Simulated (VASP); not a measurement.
# Cd (P6_3/mmc) in VASP: notebook

Runs on Cd. Level: LDA. Tasks: single point.

Everything below comes from runs of VASP 6.6.1. Logs are shortened: lines on timing, memory, paths and dates and some standing lists are left out, and cuts for length are marked.

## Step 1: The cell of the first run

Symmetry: P6_3/mmc, No. 194, hexagonal system. Conventional cell: a = 2.882 Å, b = 2.882 Å, c = 5.638 Å, α = 90.00°, β = 90.00°, γ = 120.00°. Within 3.8 Å of Cd (site symmetry -6m2) lie 12 Cd at 2.88 to 3.27 Å.

## Step 2: Single point, LDA

File INCAR:

```
SYSTEM = Cd
PREC = Accurate
ENCUT = 520
EDIFF = 1E-6
ISMEAR = 0
SIGMA = 0.1
LREAL = .FALSE.
LASPH = .TRUE.
NELM = 60
ALGO = Normal
ISIF = 2
LWAVE = .FALSE.
LCHARG = .FALSE.
NBANDS = 19
```

File KPOINTS:

```
Automatic mesh
0
G
  13 13 6
  0 0 0
```

File POSCAR:

```
Cd
1.0
    2.8818641727      0.0000000000      0.0000000000
   -1.4409320863      2.4957675838      0.0000000000
    0.0000000000      0.0000000000      5.6383707528
Cd
2
Direct
    0.3333333333      0.6666666667      0.2500000000
    0.6666666667      0.3333333333      0.7500000000
```

Potentials or basis: VASP PAW LDA potentials, release 64 (Cd).

The run is started by

```bash
cat potpaw_LDA.64/Cd/POTCAR > POTCAR
mpirun -np 1 vasp_std > vasp.out
```

OUTCAR:

```text
SYSTEM = Cd
   PREC = Accurate
   ENCUT = 520
   EDIFF = 1E-6
   ISMEAR = 0
   LREAL = .FALSE.
   LASPH = .TRUE.
   NELM = 60
   ISIF = 2

 ion  position               nearest neighbor table
   1  0.333  0.667  0.250-   2 3.27   2 3.27   2 3.27   2 3.27   2 3.27   2 3.27
   2  0.667  0.333  0.750-   1 3.27   1 3.27   1 3.27   1 3.27   1 3.27   1 3.27

  LATTYP: Found a hexagonal cell.
 ALAT       =     2.8818641727
 C/A-ratio  =     1.9565012141

  Lattice vectors:

 A1 = (   2.8818641727,   0.0000000000,   0.0000000000)
 A2 = (  -1.4409320863,   2.4957675838,   0.0000000000)
 A3 = (   0.0000000000,   0.0000000000,   5.6383707528)

Analysis of symmetry for initial positions (statically):
=====================================================================
 Subroutine PRICEL returns:
 Original cell was already a primitive cell.

 Routine SETGRP: Setting up the symmetry group for a
 hexagonal supercell.

 Subroutine GETGRP returns: Found 24 space group operations
 (whereof 12 operations were pure point group operations)
 out of a pool of 24 trial point group operations.

The static configuration has the point symmetry D_3d.
 The point group associated with its full space group is D_6h.

Analysis of symmetry for dynamics (positions and initial velocities):
=====================================================================
 Subroutine PRICEL returns:
 Original cell was already a primitive cell.

 Routine SETGRP: Setting up the symmetry group for a
 hexagonal supercell.

 Subroutine GETGRP returns: Found 24 space group operations
 (whereof 12 operations were pure point group operations)
 out of a pool of 24 trial point group operations.

The dynamic configuration has the point symmetry D_3d.
 The point group associated with its full space group is D_6h.

 Subroutine INISYM returns: Found 24 space group operations
 (whereof 12 operations are pure point group operations),
 and found     1 'primitive' translations

----------------------------------------------------------------------------------------

                                     Primitive cell

  volume of cell :      40.5538

  direct lattice vectors                    reciprocal lattice vectors
     2.881864173  0.000000000  0.000000000     0.346997617  0.200339167  0.000000000
    -1.440932086  2.495767584  0.000000000     0.000000000  0.400678335  0.000000000
     0.000000000  0.000000000  5.638370753     0.000000000  0.000000000  0.177356198

  length of vectors
     2.881864173  2.881864173  5.638370753     0.400678335  0.400678335  0.177356198

  position of ions in fractional coordinates (direct lattice)
     0.333333333  0.666666667  0.250000000
     0.666666667  0.333333333  0.750000000

  ion indices of the primitive-cell ions
   primitive index   ion index
                 1           1
                 2           2

----------------------------------------------------------------------------------------

 KPOINTS: Automatic mesh

Automatic generation of k-mesh.
 Grid dimensions read from file:
 generate k-points for:   13   13    6

 Generating k-lattice:

  Cartesian coordinates                     Fractional coordinates (reciprocal lattice)
     0.026692124  0.015410705  0.000000000     0.076923077 -0.000000000  0.000000000
     0.000000000  0.030821410  0.000000000     0.000000000  0.076923077  0.000000000
     0.000000000  0.000000000  0.029559366     0.000000000  0.000000000  0.166666667

  Length of vectors
     0.030821410  0.030821410  0.029559366

  Shift w.r.t. Gamma in fractional coordinates (k-lattice)
     0.000000000  0.000000000  0.000000000

 Subroutine IBZKPT returns following result:
 ===========================================

 Found     84 irreducible k-points:

 Following reciprocal coordinates:
            Coordinates               Weight
  0.000000  0.000000  0.000000      1.000000
  0.076923  0.000000  0.000000      6.000000
  0.153846 -0.000000  0.000000      6.000000
  0.230769 -0.000000  0.000000      6.000000
  0.307692 -0.000000  0.000000      6.000000
  0.384615  0.000000  0.000000      6.000000
[... 16 lines left out ...]
  0.076923  0.000000  0.166667     12.000000
  0.153846 -0.000000  0.166667     12.000000
 [... further k-points ...]
   k-points           NKPTS =     84   k-points in BZ     NKDIM =     84   number of bands    NBANDS=     19
   number of dos      NEDOS =    301   number of ions     NIONS =      2
   total plane-waves  NPLWV =  24192
   dimension x,y,z NGX =    24 NGY =   24 NGZ =   42
   dimension x,y,z NGXF=    48 NGYF=   48 NGZF=   84
   ions per type =               2
   NGX,Y,Z   is equivalent  to a cutoff of  13.84, 13.84, 12.38 a.u.
   NGXF,Y,Z  is equivalent  to a cutoff of  27.69, 27.69, 24.77 a.u.
 SYSTEM =  Cd
   PREC   = accura    normal or accurate (medium, high low for compatibility)
   ISTART =      0    job   : 0-new  1-cont  2-samecut
   ICHARG =      2    charge: 1-file 2-atom 10-const
   ISPIN  =      1    spin polarized calculation?
   LNONCOLLINEAR =      F non collinear calculations
   LSORBIT =      F    spin-orbit coupling
   LASPH  =      T    aspherical Exc in radial PAW
   ENCUT  =  520.0 eV  38.22 Ry    6.18 a.u.   5.36  5.36 10.48*2*pi/ulx,y,z
   NELM   =     60;   NELMIN=  2; NELMDL= -5     # of ELM steps
   EDIFF  = 0.1E-05   stopping-criterion for ELM
   LREAL  =      F    real-space projection
   EDIFFG = 0.1E-04   stopping-criterion for IOM
   NSW    =      0    number of steps for IOM
   IBRION =     -1    ionic relax: 0-MD 1-quasi-New 2-CG
   NFREE  =      0    steps in history (QN), initial steepest desc. (CG)
   ISIF   =      2    stress and relaxation
   ISYM   =      2    0-nonsym 1-usesym 2-fastsym
   POTIM  = 0.5000    time-step for ionic-motion
   TEBEG  =    0.0;   TEEND  =   0.0 temperature during run
   PSTRESS=    0.0 pullay stress
   NELECT =      24.0000    total number of electrons
   NUPDOWN=      -1.0000    fix difference up-down
   EMIN   =  10.00;   EMAX   =-10.00  energy-range for DOS
   EFERMI =   0.00;   METHOD = LEGACY
   ISMEAR =     0;   SIGMA  =   0.10  broadening in eV -4-tet -1-fermi 0-gaus
   EFERMI_NEDOS =   21; number of points for ismear=-14 and -15
   IALGO  =     38    algorithm
   IMIX   =      4    mixing-type and parameters
     AMIX     =   0.40;   BMIX     =  1.00
     AMIX_MAG =   1.60;   BMIX_MAG =  1.00
  volume/ion in A,a.u.               =      20.28       136.84
  Fermi-wavevector in a.u.,A,eV,Ry     =   1.374469  2.597369 25.703635  1.889164
  Thomas-Fermi vector in A             =   2.499892
   LORBIT       =      0    0 simple, 1 ext, 2 COOP (PROOUT), +10 PAW based schemes
   GGA     = CA    functional components
   LHFCALC =     F    Hartree Fock is set to
   AEXX    =    0.0000 exact exchange contribution
   IVDW    =     0    specifies the selected vdW correction
   LEPSILON=     F    determine dielectric tensor
   LRPA    =     F    only Hartree local field effects (RPA)
 non-spin polarized calculation
 Gauss-broadening in eV      SIGMA  =   0.10
  energy-cutoff  :      520.00
  volume of cell :       40.55
 maximum number of plane-waves:      1136
 NGX is ok and might be reduce to    24
   NGX = 11   NGY = 11   NGZ = 21

 number of electron      23.9999994 magnetization

 Free energy of the ion-electron system (eV)
  ---------------------------------------------------
  ext. energy  EPLUGINS =         0.00000000
  ---------------------------------------------------
  free energy    TOTEN  =        -3.03938188 eV

  energy without entropy =       -3.03814411  energy(sigma->0) =       -3.03876299

 E-fermi :   3.0711     XC(G=0): -11.6949

 val. band max:        2.9511066848   @ k =   0.1538   0.0769   0.1667
 cond. band min:       3.0920304968   @ k =   0.3077  -0.0000   0.0000
 fundamental gap:      0.1409238120
 Fermi energy:         3.0711085287

 k-point     1 :       0.0000    0.0000    0.0000
  band No.  band energies     occupation
      1      -7.0197      2.00000
      2      -6.7926      2.00000
      3      -6.2174      2.00000
      4      -6.2174      2.00000
      5      -6.1679      2.00000
      6      -6.1679      2.00000
[... 11 lines left out ...]
     18      19.3299      0.00000
     19      19.5966      0.00000

 k-point     2 :       0.0769    0.0000    0.0000
  band No.  band energies     occupation
      1      -6.9416      2.00000
      2      -6.6978      2.00000
      3      -6.2499      2.00000
      4      -6.1972      2.00000
      5      -6.1508      2.00000
      6      -6.1031      2.00000
[... 11 lines left out ...]
     18      18.2876      0.00000
     19      20.1164      0.00000

 k-point     3 :       0.1538   -0.0000    0.0000
  band No.  band energies     occupation
      1      -6.7827      2.00000
      2      -6.5437      2.00000
      3      -6.3263      2.00000
      4      -6.1980      2.00000
      5      -5.9623      2.00000
      6      -5.9200      2.00000
[... 11 lines left out ...]
     18      17.9024      0.00000
     19      18.3706      0.00000

 k-point     4 :       0.2308   -0.0000    0.0000
  band No.  band energies     occupation
      1      -6.7927      2.00000
      2      -6.5777      2.00000
      3      -6.2396      2.00000
      4      -6.0787      2.00000
      5      -6.0172      2.00000
      6      -5.7850      2.00000
[... 407 lines left out ...]
     18      19.4433      0.00000
     19      19.4433      0.00000

 k-point    23 :       0.0769    0.0000    0.1667
  band No.  band energies     occupation
      1      -6.9251      2.00000
      2      -6.7131      2.00000
      3      -6.2478      2.00000
      4      -6.2029      2.00000
      5      -6.1512      2.00000
      6      -6.1093      2.00000
[... 11 lines left out ...]
     18      19.4315      0.00000
     19      19.6211      0.00000

 k-point    24 :       0.1538   -0.0000    0.1667
  band No.  band energies     occupation
      1      -6.7662      2.00000
      2      -6.5578      2.00000
      3      -6.3176      2.00000
      4      -6.2175      2.00000
      5      -5.9646      2.00000
      6      -5.9267      2.00000
[... 11 lines left out ...]
     18      18.0273      0.00000
     19      19.3934      0.00000

 [... further k-points ...]

------------------------ aborting loop because EDIFF is reached ----------------------------------------

  FORCE on cell =-STRESS in cart. coord.  units (eV):
  Direction    XX          YY          ZZ          XY          YZ          ZX
  --------------------------------------------------------------------------------------
  -------------------------------------------------------------------------------------
  Total        0.5120705      0.5120705     -0.4418029      0.0000000      0.0000000      0.0000000
  in kB       20.2306135     20.2306135    -17.4545202      0.0000000      0.0000000      0.0000000
  external PRESSURE =       7.6689023 kB  Pullay stress =       0.0000000 kB

 VOLUME and BASIS-vectors are now :
 -----------------------------------------------------------------------------
  energy-cutoff  :      520.00
  volume of cell :       40.55
      direct lattice vectors                 reciprocal lattice vectors
     2.881864173  0.000000000  0.000000000     0.346997617  0.200339167  0.000000000
    -1.440932086  2.495767584  0.000000000     0.000000000  0.400678335  0.000000000
     0.000000000  0.000000000  5.638370753     0.000000000  0.000000000  0.177356198

 POSITION                                       TOTAL-FORCE (eV/Angst)
 -----------------------------------------------------------------------------------
     -0.00000      1.66385      1.40959        -0.000000     -0.000000      0.000000
      1.44093      0.83192      4.22878         0.000000      0.000000      0.000000
 -----------------------------------------------------------------------------------
    total drift:                               -0.000000      0.000000      0.000000

  FREE ENERGIE OF THE ION-ELECTRON SYSTEM (eV)
  ---------------------------------------------------
  free  energy   TOTEN  =        -3.0393818771 eV

  energy  without entropy=       -3.0381441060  energy(sigma->0) =       -3.03876299
```

Wall time 65 s (1 thread of Intel Xeon 8259CL, shared host); peak memory 0.18 GiB.

What came out:

| Property | Result |
| --- | --- |
| Free energy | -3.0394 eV |
| Pressure | 0.8 GPa |
| Band gap on the k mesh | zero (bands 12 and 13 overlap by 4.69 eV) |

Stress tensor (GPa, compression positive):
```
 2.02  0.00  0.00
 0.00  2.02  0.00
 0.00  0.00 -1.75
```

Levels at points of the mesh, in eV from the Fermi level:
| k point | band 8 | band 9 | band 10 | band 11 | band 12 | band 13 | band 14 | band 15 | band 16 | band 17 |
| --- | --- | --- | --- | --- | --- | --- | --- | --- | --- | --- |
| (0.00, 0.00, 0.00) | -8.59 | -8.59 | -8.35 | -8.35 | -3.32 | -3.29 | 10.04 | 14.81 | 15.29 | 16.26 |
| (0.00, 0.00, 0.50) | -8.46 | -8.46 | -8.46 | -7.65 | -7.65 | 3.41 | 3.41 | 15.60 | 15.60 | 17.16 |

## Step 3: Single point, LDA

INCAR, as its differences from that of step 2:

```diff
@@ -5,3 +5,3 @@
 ISMEAR = 0
-SIGMA = 0.1
+SIGMA = 0.2
 LREAL = .FALSE.
```

File KPOINTS:

```
regular mesh
0
G
  13 13 6
  0 0 0
```

POSCAR is that of step 2.

Potentials or basis: VASP PAW LDA potentials, release 64 (Cd).

The run is started by

```bash
cat potpaw_LDA.64/Cd/POTCAR > POTCAR
mpirun -np 1 vasp_std > vasp.out
```

It took 61 s on 1 thread of Intel Xeon 8259CL, shared host; peak memory 0.18 GiB.

The run converged. Its results:

```yaml
Free_energy: -3.0421 eV
Pressure: 0.8 GPa
Band_gap_on_the_k_mesh: zero (bands 12 and 13 overlap by 4.69 eV)
```

Stress tensor (GPa, compression positive):
```
 1.98  0.00  0.00
 0.00  1.98  0.00
 0.00  0.00 -1.64
```

Levels at points of the mesh, in eV from the Fermi level:
```tsv
k point	band 10	band 11	band 12	band 13	band 14	band 15
(0.00, 0.00, 0.00)	-8.36	-8.36	-3.33	-3.30	10.03	14.80
(0.00, 0.00, 0.50)	-8.47	-7.66	-7.66	3.41	3.41	15.59
```

## Step 4: Single point, LDA

File INCAR:

```
ALGO = Normal
EDIFF = 1E-6
ENCUT = 520
ISIF = 2
ISMEAR = 0
LASPH = T
LCHARG = F
LREAL = F
LWAVE = F
NBANDS = 19
NELM = 100
PREC = Accurate
SIGMA = 0.3
```

File KPOINTS:

```
k-points
0
Gamma
  13 13 6
```

POSCAR is that of step 3.

The run is started by

```bash
cat potpaw_LDA.64/Cd/POTCAR > POTCAR
mpirun -np 1 vasp_std > vasp.out
```

It took 60 s on 1 thread of Intel Xeon 8259CL, shared host; peak memory 0.18 GiB.

The run converged. Its results:

```
Free energy            : -3.0475 eV
Pressure               : 0.8 GPa
Band gap on the k mesh : zero (bands 12 and 13 overlap by 4.69 eV)
```

Stress tensor (GPa, compression positive):
```
 1.87  0.00  0.00
 0.00  1.87  0.00
 0.00  0.00 -1.37
```

Levels at points of the mesh, in eV from the Fermi level:
```
           k point  band 10  band 11  band 12  band 13  band 14  band 15
(0.00, 0.00, 0.00)    -8.38    -8.38    -3.35    -3.32    10.01    14.78
(0.00, 0.00, 0.50)    -8.49    -7.68    -7.68     3.39     3.39    15.57
```

Caveat: so wide a smearing shifts energies and pressures.

## Step 5: Single point, LDA

File INCAR:

```
SYSTEM = Cd
PREC     = Accurate       ! precision mode
ENCUT    = 520            ! plane-wave cutoff, eV
EDIFF    = 1E-6           ! SCF threshold, eV
ISMEAR   = 0              ! smearing method
SIGMA    = 0.6            ! smearing width, eV
LREAL    = .False.        ! projectors in reciprocal space
LASPH    = .True.         ! aspherical terms in the spheres
NELM     = 80             ! most SCF steps
ALGO     = Normal         ! electronic algorithm
ISIF     = 2              ! what is computed and relaxed
LWAVE    = .False.        ! write WAVECAR
LCHARG   = .False.        ! write CHGCAR
GGA      = CA             ! functional
NBANDS   = 19             ! bands
```

File KPOINTS:

```
Automatic mesh
0
Gamma
  13 13 6
  0 0 0
```

POSCAR is that of step 4.

The run is started by

```bash
cat potpaw_LDA.64/Cd/POTCAR > POTCAR
mpirun -np 1 vasp_std > vasp.out
```

Run time: 56 s. Hardware: 1 thread of Intel Xeon 8259CL, shared host; peak memory 0.18 GiB.

Results (log left out):

| Item | Value |
| --- | --- |
| Free energy | -3.0780 eV |
| Pressure | 1.0 GPa |
| Band gap on the k mesh | zero (bands 12 and 13 overlap by 4.69 eV) |

Stress tensor (GPa, compression positive):
```
 1.87  0.00  0.00
 0.00  1.87  0.00
 0.00  0.00 -0.82
```

Levels at points of the mesh, in eV from the Fermi level:
```
           k point  band 8  band 9  band 10  band 11  band 12  band 13  band 14  band 15  band 16  band 17
(0.00, 0.00, 0.00)   -8.68   -8.68    -8.44    -8.44    -3.42    -3.38     9.95    14.72    15.20    16.17
(0.00, 0.00, 0.50)   -8.55   -8.55    -8.55    -7.74    -7.74     3.32     3.32    15.51    15.51    17.07
```

Caveat: so wide a smearing shifts energies and pressures.

[end of part 1 of 2]
